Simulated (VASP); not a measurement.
A run of VASP 6.6.1 is set up as follows.

INCAR

```
SYSTEM = Tl
  PREC = Accurate
  ENCUT = 520
  EDIFF = 1E-7
  ISMEAR = 0
  SIGMA = 0.1
  LREAL = .FALSE.
  LASPH = .TRUE.
  NELM = 100
  ALGO = Normal
  ISIF = 2
  LWAVE = .FALSE.
  LCHARG = .FALSE.
  GGA = PS
  NBANDS = 26
```

KPOINTS

```
Automatic mesh
0
G
  15 15 15
  0 0 0
```

File POSCAR:

```
Tl
1.0
    1.7325651098      1.0002969325      8.2336704461
   -1.7325651098      1.0002969325      8.2336704461
    0.0000000000     -2.0005938651      8.2336704461
Tl
3
Direct
    0.0000000000      0.0000000000      0.0000000000
    0.2212645884      0.2212645884      0.2212645884
    0.7787354116      0.7787354116      0.7787354116
```

Potentials or basis: VASP PAW PBE potentials, release 64 (Tl_d).

Command:

```sh
$ cat potpaw_PBE.64/Tl_d/POTCAR > POTCAR
$ mpirun -np 1 vasp_std > vasp.out
```

(1) What does it give for the pressure?

Answers

(1) -0.1 GPa.

Caveat: the PAW data sets were made with another functional, which shifts forces and pressure a little.
